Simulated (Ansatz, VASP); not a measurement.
**One calculation of ZnO, two programs**

The input INCAR:

```
SYSTEM = ZnO
PREC = Accurate
ENCUT = 600
EDIFF = 1E-6
ISMEAR = 0
SIGMA = 0.01
LREAL = .FALSE.
LASPH = .TRUE.
NELM = 120
ALGO = Normal
ISIF = 2
LWAVE = .FALSE.
LCHARG = .FALSE.
GGA = CA
NBANDS = 26
GGA_COMPAT = .FALSE.
```

Contents of KPOINTS:

```
regular mesh
0
G
  6 6 4
  0 0 0
```

File POSCAR:

```
ZnO
1.0
    3.4165334633      0.0000000000      0.0000000000
   -1.7082667316      2.9588047721      0.0000000000
    0.0000000000      0.0000000000      4.4775676713
Zn O
2 2
Direct
    0.3333333333      0.6666666667      0.2500000000
    0.6666666667      0.3333333333      0.7500000000
    0.6666666667      0.3333333333      0.2500000000
    0.3333333333      0.6666666667      0.7500000000
```

Input for Ansatz:

```yaml
crystal:
  lattice:
    - [3.4165334633, 0.0, 0.0]
    - [-1.7082667316, 2.9588047721, 0.0]
    - [0.0, 0.0, 4.4775676713]
  atoms:
    - { symbol: Zn, position: [0.3333333333, 0.6666666667, 0.25] }
    - { symbol: Zn, position: [0.6666666667, 0.3333333333, 0.75] }
    - { symbol: O, position: [0.6666666667, 0.3333333333, 0.25] }
    - { symbol: O, position: [0.3333333333, 0.6666666667, 0.75] }
kpoints:
  mp_grid: { grid: [6, 6, 4] }
hamiltonian:
  xc: lda
scf:
  occupations: { method: fixed }
  n_extra_bands: 5
output:
  forces: true
  stress: true
  eigenvalues: true
```

Alike in both runs: task single point; functional LDA; k mesh 6 × 6 × 4; no spin polarisation.

|  | VASP | Ansatz |
| --- | --- | --- |
| version | VASP 6.6.1 | Ansatz 0.2.0 |
| potentials or method | VASP PAW LDA potentials, release 64 (Zn, O) | plane waves |
| plane-wave cutoff (eV) | 600 | 420 |
| occupations | gaussian, width 0.01 eV | fixed |
| valence electrons in the cell | 36 | 36 |

VASP gave:

```
gap on the k mesh at the Fermi level (eV)                     : 0.95
pressure (GPa)                                                : -5.3
traceless stress, the component that is largest in VASP (GPa) : 0.78
```

Problem. Which values does Ansatz return?

Solution. gap on the k mesh at the Fermi level (eV): 0.94; pressure (GPa): -6.3; traceless stress, the component that is largest in VASP (GPa): 1.12.

LDA's correlation is that of Perdew and Zunger in VASP and of Perdew and Wang (1992) in Ansatz.
